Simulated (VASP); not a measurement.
# LiF (Pm-3m) in VASP: a series of runs

The runs below take LiF through single point, with PBE, LDA.

All numbers are computed with VASP 6.6.1; they aren't measurements. Logs are shortened: lines on timing, memory, paths and dates and some standing lists are left out, and cuts for length are marked.

## 1. The cell of the first run

Symmetry: Pm-3m, No. 221, cubic system. Conventional cell: a = 2.516 Å, b = 2.516 Å, c = 2.516 Å, α = 90.00°, β = 90.00°, γ = 90.00°. Within 2.9 Å of Li (site symmetry m-3m) lie 8 F at 2.18 Å and 6 Li at 2.52 Å. Within 2.9 Å of F (site symmetry m-3m) lie 8 Li at 2.18 Å and 6 F at 2.52 Å.

## 2. Single point, PBE

File INCAR:

```
SYSTEM = LiF
  PREC = Accurate
  ENCUT = 520
  EDIFF = 1E-6
  ISMEAR = 0
  SIGMA = 0.01
  LREAL = .False.
  LASPH = .True.
  NELM = 80
  ALGO = Normal
  ISIF = 2
  LWAVE = .False.
  LCHARG = .False.
  GGA = PE
  NBANDS = 12
```

File KPOINTS:

```
Automatic mesh
0
Gamma
  6 6 6
  0 0 0
```

File POSCAR:

```
LiF
1.0
    2.5162584446      0.0000000000      0.0000000000
    0.0000000000      2.5162584446      0.0000000000
    0.0000000000      0.0000000000      2.5162584446
Li F
1 1
Direct
    0.0000000000      0.0000000000      0.0000000000
    0.5000000000      0.5000000000      0.5000000000
```

Potentials or basis: VASP PAW PBE potentials, release 64 (Li_sv, F).

Run with:

```bash
$ cat potpaw_PBE.64/Li_sv/POTCAR potpaw_PBE.64/F/POTCAR > POTCAR
$ mpirun -np 1 vasp_std > vasp.out
```

OUTCAR:

```text
SYSTEM = LiF
   PREC = Accurate
   ENCUT = 520
   EDIFF = 1E-6
   ISMEAR = 0
   LREAL = .False.
   LASPH = .True.
   NELM = 80
   ISIF = 2
   GGA = PE

 ion  position               nearest neighbor table
   1  0.000  0.000  0.000-   2 2.18   2 2.18   2 2.18   2 2.18   2 2.18   2 2.18   2 2.18   2 2.18

   2  0.500  0.500  0.500-   1 2.18   1 2.18   1 2.18   1 2.18   1 2.18   1 2.18   1 2.18   1 2.18

  LATTYP: Found a simple cubic cell.
 ALAT       =     2.5162584446

  Lattice vectors:

 A1 = (   2.5162584446,   0.0000000000,   0.0000000000)
 A2 = (   0.0000000000,   2.5162584446,   0.0000000000)
 A3 = (   0.0000000000,   0.0000000000,   2.5162584446)

Analysis of symmetry for initial positions (statically):
=====================================================================
 Subroutine PRICEL returns:
 Original cell was already a primitive cell.

 Routine SETGRP: Setting up the symmetry group for a
 simple cubic supercell.

 Subroutine GETGRP returns: Found 48 space group operations
 (whereof 48 operations were pure point group operations)
 out of a pool of 48 trial point group operations.

The static configuration has the point symmetry O_h .

Analysis of symmetry for dynamics (positions and initial velocities):
=====================================================================
 Subroutine PRICEL returns:
 Original cell was already a primitive cell.

 Routine SETGRP: Setting up the symmetry group for a
 simple cubic supercell.

 Subroutine GETGRP returns: Found 48 space group operations
 (whereof 48 operations were pure point group operations)
 out of a pool of 48 trial point group operations.

The dynamic configuration has the point symmetry O_h .

 Subroutine INISYM returns: Found 48 space group operations
 (whereof 48 operations are pure point group operations),
 and found     1 'primitive' translations

----------------------------------------------------------------------------------------

                                     Primitive cell

  volume of cell :      15.9318

  direct lattice vectors                    reciprocal lattice vectors
     2.516258445  0.000000000  0.000000000     0.397415457  0.000000000  0.000000000
     0.000000000  2.516258445  0.000000000     0.000000000  0.397415457  0.000000000
     0.000000000  0.000000000  2.516258445     0.000000000  0.000000000  0.397415457

  length of vectors
     2.516258445  2.516258445  2.516258445     0.397415457  0.397415457  0.397415457

  position of ions in fractional coordinates (direct lattice)
     0.000000000  0.000000000  0.000000000
     0.500000000  0.500000000  0.500000000

  ion indices of the primitive-cell ions
   primitive index   ion index
                 1           1
                 2           2

----------------------------------------------------------------------------------------

 KPOINTS: Automatic mesh

Automatic generation of k-mesh.
 Grid dimensions read from file:
 generate k-points for:    6    6    6

 Generating k-lattice:

  Cartesian coordinates                     Fractional coordinates (reciprocal lattice)
     0.066235910  0.000000000  0.000000000     0.166666667  0.000000000  0.000000000
     0.000000000  0.066235910  0.000000000     0.000000000  0.166666667  0.000000000
     0.000000000  0.000000000  0.066235910     0.000000000  0.000000000  0.166666667

  Length of vectors
     0.066235910  0.066235910  0.066235910

  Shift w.r.t. Gamma in fractional coordinates (k-lattice)
     0.000000000  0.000000000  0.000000000

 Subroutine IBZKPT returns following result:
 ===========================================

 Found     20 irreducible k-points:

 Following reciprocal coordinates:
            Coordinates               Weight
  0.000000  0.000000  0.000000      1.000000
  0.166667  0.000000  0.000000      6.000000
  0.333333  0.000000  0.000000      6.000000
  0.500000  0.000000  0.000000      3.000000
  0.166667  0.166667  0.000000     12.000000
  0.333333  0.166667  0.000000     24.000000
[... 12 lines left out ...]
  0.500000  0.500000  0.333333      6.000000
  0.500000  0.500000  0.500000      1.000000
   k-points           NKPTS =     20   k-points in BZ     NKDIM =     20   number of bands    NBANDS=     12
   number of dos      NEDOS =    301   number of ions     NIONS =      2
   total plane-waves  NPLWV =   8000
   dimension x,y,z NGX =    20 NGY =   20 NGZ =   20
   dimension x,y,z NGXF=    40 NGYF=   40 NGZF=   40
   ions per type =               1   1
   NGX,Y,Z   is equivalent  to a cutoff of  13.21, 13.21, 13.21 a.u.
   NGXF,Y,Z  is equivalent  to a cutoff of  26.43, 26.43, 26.43 a.u.
 SYSTEM =  LiF
   PREC   = accura    normal or accurate (medium, high low for compatibility)
   ISTART =      0    job   : 0-new  1-cont  2-samecut
   ICHARG =      2    charge: 1-file 2-atom 10-const
   ISPIN  =      1    spin polarized calculation?
   LNONCOLLINEAR =      F non collinear calculations
   LSORBIT =      F    spin-orbit coupling
   LASPH  =      T    aspherical Exc in radial PAW
   ENCUT  =  520.0 eV  38.22 Ry    6.18 a.u.   4.68  4.68  4.68*2*pi/ulx,y,z
   NELM   =     80;   NELMIN=  2; NELMDL= -5     # of ELM steps
   EDIFF  = 0.1E-05   stopping-criterion for ELM
   LREAL  =      F    real-space projection
   EDIFFG = 0.1E-04   stopping-criterion for IOM
   NSW    =      0    number of steps for IOM
   IBRION =     -1    ionic relax: 0-MD 1-quasi-New 2-CG
   NFREE  =      0    steps in history (QN), initial steepest desc. (CG)
   ISIF   =      2    stress and relaxation
   ISYM   =      2    0-nonsym 1-usesym 2-fastsym
   POTIM  = 0.5000    time-step for ionic-motion
   TEBEG  =    0.0;   TEEND  =   0.0 temperature during run
   PSTRESS=    0.0 pullay stress
   NELECT =      10.0000    total number of electrons
   NUPDOWN=      -1.0000    fix difference up-down
   EMIN   =  10.00;   EMAX   =-10.00  energy-range for DOS
   EFERMI =   0.00;   METHOD = LEGACY
   ISMEAR =     0;   SIGMA  =   0.01  broadening in eV -4-tet -1-fermi 0-gaus
   EFERMI_NEDOS =   21; number of points for ismear=-14 and -15
   IALGO  =     38    algorithm
   IMIX   =      4    mixing-type and parameters
     AMIX     =   0.40;   BMIX     =  1.00
     AMIX_MAG =   1.60;   BMIX_MAG =  1.00
  volume/ion in A,a.u.               =       7.97        53.76
  Fermi-wavevector in a.u.,A,eV,Ry     =   1.401693  2.648816 26.731957  1.964743
  Thomas-Fermi vector in A             =   2.524529
   LORBIT       =      0    0 simple, 1 ext, 2 COOP (PROOUT), +10 PAW based schemes
   GGA     = PE    functional components
   LHFCALC =     F    Hartree Fock is set to
   AEXX    =    0.0000 exact exchange contribution
   IVDW    =     0    specifies the selected vdW correction
   LEPSILON=     F    determine dielectric tensor
   LRPA    =     F    only Hartree local field effects (RPA)
 non-spin polarized calculation
 Gauss-broadening in eV      SIGMA  =   0.01
  energy-cutoff  :      520.00
  volume of cell :       15.93
 maximum number of plane-waves:       441
 NGX is ok and might be reduce to    20
   NGX =  9   NGY =  9   NGZ =  9

 number of electron      10.0000023 magnetization

 Free energy of the ion-electron system (eV)
  ---------------------------------------------------
  ext. energy  EPLUGINS =         0.00000000
  ---------------------------------------------------
  free energy    TOTEN  =        -9.03868300 eV

  energy without entropy =       -9.03868300  energy(sigma->0) =       -9.03868300

 E-fermi :   0.5699     XC(G=0): -10.1809

 val. band max:        0.4470424346   @ k =   0.5000   0.5000   0.0000
 cond. band min:       8.3949825286   @ k =   0.0000   0.0000   0.0000
 fundamental gap:      7.9479400939
 Fermi energy:         0.5698930634

 k-point     1 :       0.0000    0.0000    0.0000
  band No.  band energies     occupation
      1     -42.3569      2.00000
      2     -20.5658      2.00000
      3      -0.2745      2.00000
      4      -0.2745      2.00000
      5      -0.2745      2.00000
      6       8.3950      0.00000
      7      19.5954      0.00000
      8      19.5954      0.00000
      9      21.9478      0.00000
     10      21.9478      0.00000
     11      21.9478      0.00000
     12      39.7341      0.00000

 k-point     2 :       0.1667    0.0000    0.0000
  band No.  band energies     occupation
      1     -42.3428      2.00000
      2     -20.4468      2.00000
      3      -1.2090      2.00000
      4      -0.1721      2.00000
      5      -0.1721      2.00000
      6       8.9621      0.00000
      7      17.1433      0.00000
      8      20.2507      0.00000
      9      21.8009      0.00000
     10      21.8009      0.00000
     11      26.0894      0.00000
     12      36.0633      0.00000

 k-point     3 :       0.3333    0.0000    0.0000
  band No.  band energies     occupation
      1     -42.3144      2.00000
      2     -20.1948      2.00000
      3      -2.7705      2.00000
      4       0.0395      2.00000
      5       0.0395      2.00000
      6       9.6594      0.00000
      7      15.4480      0.00000
      8      21.4318      0.00000
      9      21.4318      0.00000
     10      22.2098      0.00000
     11      30.1725      0.00000
     12      32.6146      0.00000
[... 226 lines left out ...]
 k-point    19 :       0.5000    0.5000    0.3333
  band No.  band energies     occupation
      1     -42.2224      2.00000
      2     -19.1139      2.00000
      3      -2.2631      2.00000
      4      -2.2631      2.00000
      5      -1.4114      2.00000
      6      12.2148      0.00000
      7      12.4301      0.00000
      8      12.4301      0.00000
      9      24.0347      0.00000
     10      25.8499      0.00000
     11      25.8499      0.00000
     12      26.4299      0.00000

 k-point    20 :       0.5000    0.5000    0.5000
  band No.  band energies     occupation
      1     -42.2121      2.00000
      2     -18.9872      2.00000
      3      -1.9674      2.00000
      4      -1.9674      2.00000
      5      -1.9674      2.00000
      6      11.6955      0.00000
      7      11.6955      0.00000
      8      11.6955      0.00000
      9      25.3335      0.00000
     10      25.3335      0.00000
     11      25.3335      0.00000
     12      26.7845      0.00000

------------------------ aborting loop because EDIFF is reached ----------------------------------------

  FORCE on cell =-STRESS in cart. coord.  units (eV):
  Direction    XX          YY          ZZ          XY          YZ          ZX
  --------------------------------------------------------------------------------------
  -------------------------------------------------------------------------------------
  Total        0.3457998      0.3457998      0.3457998      0.0000000      0.0000000      0.0000000
  in kB       34.7751941     34.7751941     34.7751941      0.0000000      0.0000000      0.0000000
  external PRESSURE =      34.7751941 kB  Pullay stress =       0.0000000 kB

 VOLUME and BASIS-vectors are now :
 -----------------------------------------------------------------------------
  energy-cutoff  :      520.00
  volume of cell :       15.93
      direct lattice vectors                 reciprocal lattice vectors
     2.516258445  0.000000000  0.000000000     0.397415457  0.000000000  0.000000000
     0.000000000  2.516258445  0.000000000     0.000000000  0.397415457  0.000000000
     0.000000000  0.000000000  2.516258445     0.000000000  0.000000000  0.397415457

 POSITION                                       TOTAL-FORCE (eV/Angst)
 -----------------------------------------------------------------------------------
      0.00000      0.00000      0.00000         0.000000      0.000000      0.000000
      1.25813      1.25813      1.25813         0.000000      0.000000      0.000000
 -----------------------------------------------------------------------------------
    total drift:                                0.000000      0.000000      0.000000

  FREE ENERGIE OF THE ION-ELECTRON SYSTEM (eV)
  ---------------------------------------------------
  free  energy   TOTEN  =        -9.0386829981 eV

  energy  without entropy=       -9.0386829981  energy(sigma->0) =       -9.03868300
```

It took 2.7 s on 1 thread of AMD EPYC 9R45 (Zen 5), shared host; peak memory 0.08 GiB.

What came out:

- Free energy: -9.0387 eV
- Band gap on the k mesh: 7.95 eV, indirect (least direct gap 8.67 eV)

Levels at points of the mesh, in eV from the valence-band top:
```
           k point  band 1  band 2  band 3  band 4  band 5  band 6  band 7  band 8  band 9  band 10
(0.00, 0.00, 0.00)  -42.80  -21.01   -0.72   -0.72   -0.72    7.95   19.15   19.15   21.50    21.50
(0.50, 0.00, 0.00)  -42.75  -20.51   -3.90   -0.30   -0.30    9.38   14.58   20.76   20.76    24.57
(0.50, 0.50, 0.00)  -42.70  -19.92   -3.48   -3.48    0.00   13.69   14.05   14.05   19.94    24.53
(0.50, 0.50, 0.50)  -42.66  -19.43   -2.41   -2.41   -2.41   11.25   11.25   11.25   24.89    24.89
```

Caveat: the cutoff is under 1.25 times the usual one of these potentials, so pressure, stress and relaxed cells hold a basis-set (Pulay) error. A hybrid or GW would open this gap; PBE tends to underestimate it.

## 3. Single point, LDA

File INCAR:

```
ALGO     = Normal         # electronic algorithm
EDIFF    = 1E-7           # SCF threshold, eV
ENCUT    = 520            # plane-wave cutoff, eV
GGA      = CA             # functional
ISIF     = 2              # what is computed and relaxed
ISMEAR   = 0              # smearing method
LASPH    = True           # aspherical terms in the spheres
LCHARG   = True           # write CHGCAR
LELF     = True           # ELF
LREAL    = False          # projectors in reciprocal space
LVHAR    = True         
LWAVE    = False          # write WAVECAR
NBANDS   = 12             # bands
NELM     = 80             # most SCF steps
PREC     = Accurate       # precision mode
SIGMA    = 0.01           # smearing width, eV
```

File KPOINTS:

```
k-points
0
Gamma
  6 6 6
```

POSCAR is that of step 2.

Potentials or basis: VASP PAW LDA potentials, release 64 (Li_sv, F).

Run with:

```bash
$ cat potpaw_LDA.64/Li_sv/POTCAR potpaw_LDA.64/F/POTCAR > POTCAR
$ mpirun -np 1 vasp_std > vasp.out
```

Wall time 2.4 s (1 thread of AMD EPYC 9R45 (Zen 5), shared host); peak memory 0.08 GiB.

The run converged. Its results:

```
Free energy            : -9.9017 eV
Band gap on the k mesh : 7.74 eV, indirect (least direct gap 8.48 eV)
```

Levels at points of the mesh, in eV from the valence-band top:
| k point | band 3 | band 4 | band 5 | band 6 | band 7 | band 8 |
| --- | --- | --- | --- | --- | --- | --- |
| (0.00, 0.00, 0.00) | -0.74 | -0.74 | -0.74 | 7.74 | 18.72 | 18.72 |
| (0.50, 0.00, 0.00) | -3.99 | -0.30 | -0.30 | 9.04 | 14.28 | 20.36 |
| (0.50, 0.50, 0.00) | -3.58 | -3.58 | 0.00 | 13.34 | 13.67 | 13.67 |
| (0.50, 0.50, 0.50) | -2.46 | -2.46 | -2.46 | 10.81 | 10.81 | 10.81 |

Caveat: the cutoff is under 1.25 times the usual one of these potentials, so pressure, stress and relaxed cells hold a basis-set (Pulay) error. A k mesh can miss the band edges.

(Part 1 of 2 ends here.)
